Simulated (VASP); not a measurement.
# Be2C (Fm-3m) in VASP: single point with PBE+D4

Aim: the single point of Be2C with PBE+D4.

All numbers are computed with VASP 6.6.1; they aren't measurements. Logs are shortened: lines on timing, memory, paths and dates and some standing lists are left out, and cuts for length are marked.

### Step 1. The cell of the first run

The structure is cubic, space group Fm-3m (No. 225). The conventional cell has a = 4.328 Å, b = 4.328 Å, c = 4.328 Å, α = 90.00°, β = 90.00°, γ = 90.00°. Be (site symmetry -43m) has 4 C at 1.87 Å and 6 Be at 2.16 Å within 2.5 Å. Within 2.5 Å of C (site symmetry m-3m) lie 8 Be at 1.87 Å.

### Step 2. Single point, PBE+D4

Input file INCAR:

```
SYSTEM = Be2C
PREC = Accurate
ENCUT = 600
EDIFF = 1E-6
ISMEAR = -1
SIGMA = 0.1
LREAL = .FALSE.
LASPH = .TRUE.
NELM = 120
ALGO = Normal
ISIF = 2
LWAVE = .FALSE.
LCHARG = .TRUE.
GGA = PE
IVDW = 13
LELF = .TRUE.
LVHAR = .TRUE.
NBANDS = 11
GGA_COMPAT = .FALSE.
```

Input file KPOINTS:

```
Automatic mesh
0
G
  7 7 7
  0 0 0
```

Input file POSCAR:

```
Be2C
1.0
    0.0000000000      2.1640770000      2.1640770000
    2.1640770000      0.0000000000      2.1640770000
    2.1640770000      2.1640770000      0.0000000000
Be C
2 1
Direct
    0.2500000000      0.2500000000      0.2500000000
    0.7500000000      0.7500000000      0.7500000000
    0.0000000000      0.0000000000      0.0000000000
```

Potentials or basis: VASP PAW PBE potentials, release 64 (Be, C).

On the command line:

```
$ cat potpaw_PBE.64/Be/POTCAR potpaw_PBE.64/C/POTCAR > POTCAR
$ mpirun -np 1 vasp_std > vasp.out
```

OUTCAR:

```text
SYSTEM = Be2C
   PREC = Accurate
   ENCUT = 600
   EDIFF = 1E-6
   ISMEAR = -1
   LREAL = .FALSE.
   LASPH = .TRUE.
   NELM = 120
   ISIF = 2
   GGA = PE
   IVDW = 13

 ion  position               nearest neighbor table
   1  0.250  0.250  0.250-   3 1.87   3 1.87   3 1.87   3 1.87   2 2.16   2 2.16   2 2.16   2 2.16
                             2 2.16   2 2.16
   2  0.750  0.750  0.750-   3 1.87   3 1.87   3 1.87   3 1.87   1 2.16   1 2.16   1 2.16   1 2.16
                             1 2.16   1 2.16
   3  0.000  0.000  0.000-   2 1.87   2 1.87   2 1.87   1 1.87   2 1.87   1 1.87   1 1.87   1 1.87

  LATTYP: Found a face centered cubic cell.
 ALAT       =     4.3281540000

  Lattice vectors:

 A1 = (   0.0000000000,   2.1640770000,   2.1640770000)
 A2 = (   2.1640770000,   0.0000000000,   2.1640770000)
 A3 = (   2.1640770000,   2.1640770000,   0.0000000000)

Analysis of symmetry for initial positions (statically):
=====================================================================
 Subroutine PRICEL returns:
 Original cell was already a primitive cell.

 Routine SETGRP: Setting up the symmetry group for a
 face centered cubic supercell.

 Subroutine GETGRP returns: Found 48 space group operations
 (whereof 48 operations were pure point group operations)
 out of a pool of 48 trial point group operations.

The static configuration has the point symmetry O_h .

Analysis of symmetry for dynamics (positions and initial velocities):
=====================================================================
 Subroutine PRICEL returns:
 Original cell was already a primitive cell.

 Routine SETGRP: Setting up the symmetry group for a
 face centered cubic supercell.

 Subroutine GETGRP returns: Found 48 space group operations
 (whereof 48 operations were pure point group operations)
 out of a pool of 48 trial point group operations.

The dynamic configuration has the point symmetry O_h .

 Subroutine INISYM returns: Found 48 space group operations
 (whereof 48 operations are pure point group operations),
 and found     1 'primitive' translations

----------------------------------------------------------------------------------------

                                     Primitive cell

  volume of cell :      20.2697

  direct lattice vectors                    reciprocal lattice vectors
     0.000000000  2.164077000  2.164077000    -0.231045383  0.231045383  0.231045383
     2.164077000  0.000000000  2.164077000     0.231045383 -0.231045383  0.231045383
     2.164077000  2.164077000  0.000000000     0.231045383  0.231045383 -0.231045383

  length of vectors
     3.060467043  3.060467043  3.060467043     0.400182343  0.400182343  0.400182343

  position of ions in fractional coordinates (direct lattice)
     0.250000000  0.250000000  0.250000000
     0.750000000  0.750000000  0.750000000
     0.000000000  0.000000000  0.000000000

  ion indices of the primitive-cell ions
   primitive index   ion index
                 1           1
                 2           2
                 3           3

----------------------------------------------------------------------------------------

 KPOINTS: Automatic mesh

Automatic generation of k-mesh.
 Grid dimensions read from file:
 generate k-points for:    7    7    7

 Generating k-lattice:

  Cartesian coordinates                     Fractional coordinates (reciprocal lattice)
    -0.033006483  0.033006483  0.033006483     0.142857143  0.000000000  0.000000000
     0.033006483 -0.033006483  0.033006483     0.000000000  0.142857143  0.000000000
     0.033006483  0.033006483 -0.033006483     0.000000000  0.000000000  0.142857143

  Length of vectors
     0.057168906  0.057168906  0.057168906

  Shift w.r.t. Gamma in fractional coordinates (k-lattice)
     0.000000000  0.000000000  0.000000000

 Subroutine IBZKPT returns following result:
 ===========================================

 Found     20 irreducible k-points:

 Following reciprocal coordinates:
            Coordinates               Weight
  0.000000  0.000000  0.000000      1.000000
  0.142857  0.000000  0.000000      8.000000
  0.285714  0.000000  0.000000      8.000000
  0.428571  0.000000  0.000000      8.000000
  0.142857  0.142857  0.000000      6.000000
  0.285714  0.142857  0.000000     24.000000
[... 12 lines left out ...]
 -0.428571  0.428571  0.142857     24.000000
 -0.285714  0.428571  0.142857     24.000000
   k-points           NKPTS =     20   k-points in BZ     NKDIM =     20   number of bands    NBANDS=     11
   number of dos      NEDOS =    301   number of ions     NIONS =      3
   total plane-waves  NPLWV =  13824
   dimension x,y,z NGX =    24 NGY =   24 NGZ =   24
   dimension x,y,z NGXF=    48 NGYF=   48 NGZF=   48
   ions per type =               2   1
   NGX,Y,Z   is equivalent  to a cutoff of  13.04, 13.04, 13.04 a.u.
   NGXF,Y,Z  is equivalent  to a cutoff of  26.07, 26.07, 26.07 a.u.
 SYSTEM =  Be2C
   PREC   = accura    normal or accurate (medium, high low for compatibility)
   ISTART =      0    job   : 0-new  1-cont  2-samecut
   ICHARG =      2    charge: 1-file 2-atom 10-const
   ISPIN  =      1    spin polarized calculation?
   LNONCOLLINEAR =      F non collinear calculations
   LSORBIT =      F    spin-orbit coupling
   LASPH  =      T    aspherical Exc in radial PAW
   ENCUT  =  600.0 eV  44.10 Ry    6.64 a.u.   6.11  6.11  6.11*2*pi/ulx,y,z
   NELM   =    120;   NELMIN=  2; NELMDL= -5     # of ELM steps
   EDIFF  = 0.1E-05   stopping-criterion for ELM
   LREAL  =      F    real-space projection
   EDIFFG = 0.1E-04   stopping-criterion for IOM
   NSW    =      0    number of steps for IOM
   IBRION =     -1    ionic relax: 0-MD 1-quasi-New 2-CG
   NFREE  =      0    steps in history (QN), initial steepest desc. (CG)
   ISIF   =      2    stress and relaxation
   ISYM   =      2    0-nonsym 1-usesym 2-fastsym
   POTIM  = 0.5000    time-step for ionic-motion
   TEBEG  =    0.0;   TEEND  =   0.0 temperature during run
   PSTRESS=    0.0 pullay stress
   NELECT =       8.0000    total number of electrons
   NUPDOWN=      -1.0000    fix difference up-down
   EMIN   =  10.00;   EMAX   =-10.00  energy-range for DOS
   EFERMI =   0.00;   METHOD = LEGACY
   ISMEAR =    -1;   SIGMA  =   0.10  broadening in eV -4-tet -1-fermi 0-gaus
   EFERMI_NEDOS =   21; number of points for ismear=-14 and -15
   IALGO  =     38    algorithm
   IMIX   =      4    mixing-type and parameters
     AMIX     =   0.40;   BMIX     =  1.00
     AMIX_MAG =   1.60;   BMIX_MAG =  1.00
  volume/ion in A,a.u.               =       6.76        45.60
  Fermi-wavevector in a.u.,A,eV,Ry     =   1.200850  2.269278 19.620157  1.442041
  Thomas-Fermi vector in A             =   2.336675
   LORBIT       =      0    0 simple, 1 ext, 2 COOP (PROOUT), +10 PAW based schemes
   GGA     = PE    functional components
   LHFCALC =     F    Hartree Fock is set to
   AEXX    =    0.0000 exact exchange contribution
   IVDW    =    13    specifies the selected vdW correction
   LEPSILON=     F    determine dielectric tensor
   LRPA    =     F    only Hartree local field effects (RPA)
 non-spin polarized calculation
  energy-cutoff  :      600.00
  volume of cell :       20.27
 maximum number of plane-waves:       688
   NGX = 13   NGY = 13   NGZ = 13

 number of electron       8.0000000 magnetization

 Free energy of the ion-electron system (eV)
  ---------------------------------------------------
  ext. energy  EPLUGINS =         0.00000000
  ---------------------------------------------------
  free energy    TOTEN  =       -17.45531457 eV

  energy without entropy =      -17.45527648  energy(sigma->0) =      -17.45529552

 E-fermi :   8.4013     XC(G=0): -11.4411

 val. band max:        7.7369130697   @ k =   0.0000   0.0000   0.0000
 cond. band min:       9.1315537227   @ k =   0.4286   0.4286   0.0000
 fundamental gap:      1.3946406530
 Fermi energy:         8.4013430700

 k-point     1 :       0.0000    0.0000    0.0000
  band No.  band energies     occupation
      1      -7.3086      2.00000
      2       7.7369      1.99740
      3       7.7369      1.99740
      4       7.7369      1.99740
      5      11.8655      0.00000
      6      11.8655      0.00000
      7      11.8655      0.00000
      8      14.4951      0.00000
      9      20.9106      0.00000
     10      20.9106      0.00000
     11      20.9106      0.00000

 k-point     2 :       0.1429    0.0000    0.0000
  band No.  band energies     occupation
      1      -6.9838      2.00000
      2       5.4421      2.00000
      3       7.1880      1.99999
      4       7.1880      1.99999
      5      12.6530      0.00000
      6      12.6530      0.00000
      7      13.1368      0.00000
      8      15.2619      0.00000
      9      19.3278      0.00000
     10      19.3278      0.00000
     11      21.6837      0.00000

 k-point     3 :       0.2857    0.0000    0.0000
  band No.  band energies     occupation
      1      -6.0425      2.00000
      2       2.0991      2.00000
      3       6.3970      2.00000
      4       6.3970      2.00000
      5      13.2208      0.00000
      6      13.2208      0.00000
      7      14.1120      0.00000
      8      16.6708      0.00000
      9      19.3386      0.00000
     10      19.3386      0.00000
     11      23.4420      0.00000
[... 211 lines left out ...]
 k-point    19 :      -0.4286    0.4286    0.1429
  band No.  band energies     occupation
      1      -3.8063      2.00000
      2       1.2539      2.00000
      3       2.5927      2.00000
      4       2.6290      2.00000
      5      11.3187      0.00000
      6      14.7433      0.00000
      7      17.5038      0.00000
      8      20.5341      0.00000
      9      21.2843      0.00000
     10      22.6210      0.00000
     11      25.0735      0.00000

 k-point    20 :      -0.2857    0.4286    0.1429
  band No.  band energies     occupation
      1      -3.4812      2.00000
      2       0.8720      2.00000
      3       1.7108      2.00000
      4       3.0093      2.00000
      5      12.6691      0.00000
      6      16.2259      0.00000
      7      17.3083      0.00000
      8      18.1256      0.00000
      9      21.1983      0.00000
     10      21.4987      0.00000
     11      25.2933      0.00000

------------------------ aborting loop because EDIFF is reached ----------------------------------------

  DFT-D4 for vdW energy calculation

  Edisp (eV):   -0.48531

  FORCE on cell =-STRESS in cart. coord.  units (eV):
  Direction    XX          YY          ZZ          XY          YZ          ZX
  --------------------------------------------------------------------------------------
  -------------------------------------------------------------------------------------
  Total      -0.43587    -0.43587    -0.43587     0.00000     0.00000     0.00000
  in kB     -34.45214   -34.45214   -34.45214     0.00000     0.00000     0.00000
  external pressure =      -34.45 kB  Pullay stress =        0.00 kB

 VOLUME and BASIS-vectors are now :
 -----------------------------------------------------------------------------
  energy-cutoff  :      600.00
  volume of cell :       20.27
      direct lattice vectors                 reciprocal lattice vectors
     0.000000000  2.164077000  2.164077000    -0.231045383  0.231045383  0.231045383
     2.164077000  0.000000000  2.164077000     0.231045383 -0.231045383  0.231045383
     2.164077000  2.164077000  0.000000000     0.231045383  0.231045383 -0.231045383

 POSITION                                       TOTAL-FORCE (eV/Angst)
 -----------------------------------------------------------------------------------
      1.08204      1.08204      1.08204         0.000000      0.000000      0.000000
      3.24612      3.24612      3.24612        -0.000000     -0.000000     -0.000000
      0.00000      0.00000      0.00000        -0.000000     -0.000000     -0.000000
 -----------------------------------------------------------------------------------
    total drift:                               -0.000000      0.000000      0.000000

  FREE ENERGIE OF THE ION-ELECTRON SYSTEM (eV)
  ---------------------------------------------------
  free  energy   TOTEN  =       -17.9406281002 eV

  energy  without entropy=      -17.9405900139  energy(sigma->0) =      -17.94060906
```

Run time: 6.6 s. Hardware: 1 thread of Intel Xeon Platinum 8375C at 2.90GHz (Ice Lake), shared host; peak memory 0.13 GiB.

What came out:

```
Free energy                : -17.9406 eV
Pressure                   : -3.4 GPa
Band gap on the k mesh     : 1.39 eV, indirect (least direct gap 4.13 eV)
Dispersion energy per atom : -0.162 eV
```

Levels at points of the mesh, in eV from the valence-band top:
```csv
k point,band 1,band 2,band 3,band 4,band 5,band 6,band 7,band 8
"(0.00, 0.00, 0.00)",-15.05,0.00,0.00,0.00,4.13,4.13,4.13,6.76
```

A k mesh can miss the band edges. Expect the measured gap to be larger: semilocal functionals such as PBE lack the derivative discontinuity.
